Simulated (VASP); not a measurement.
Here is a VASP 6.6.1 calculation.

File INCAR:

```
SYSTEM = Ce
PREC = Accurate ; ENCUT = 520
EDIFF = 1E-6 ; ISMEAR = -1
SIGMA = 0.13605693000000002 ; LREAL = .False.
LASPH = .True. ; NELM = 80
ALGO = Normal ; ISIF = 2
LWAVE = .False. ; LCHARG = .True.
GGA = CA ; LELF = .True.
LVHAR = .True. ; NBANDS = 12
```

File KPOINTS:

```
regular mesh
0
Gamma
  13 13 13
  0 0 0
```

File POSCAR:

```
Ce
1.0
   -1.8176756546      1.8176756546      1.8176756546
    1.8176756546     -1.8176756546      1.8176756546
    1.8176756546      1.8176756546     -1.8176756546
Ce
1
Direct
    0.0000000000      0.0000000000      0.0000000000
```

Potentials or basis: VASP PAW LDA potentials, release 64 (Ce).

The run is started by

```sh
$ cat potpaw_LDA.64/Ce/POTCAR > POTCAR
$ mpirun -np 1 vasp_std > vasp.out
```

(1) What does it give for the band gap on the k mesh?

(2) What does it give for the pressure?

Results:

(1) zero (bands 6 and 7 overlap by 1.20 eV).

(2) -0.8 GPa.

Caveat: spin-orbit coupling is left out, which moves the levels of the heavy elements; semilocal functionals describe open f shells poorly, which spoils levels, moments and volumes.
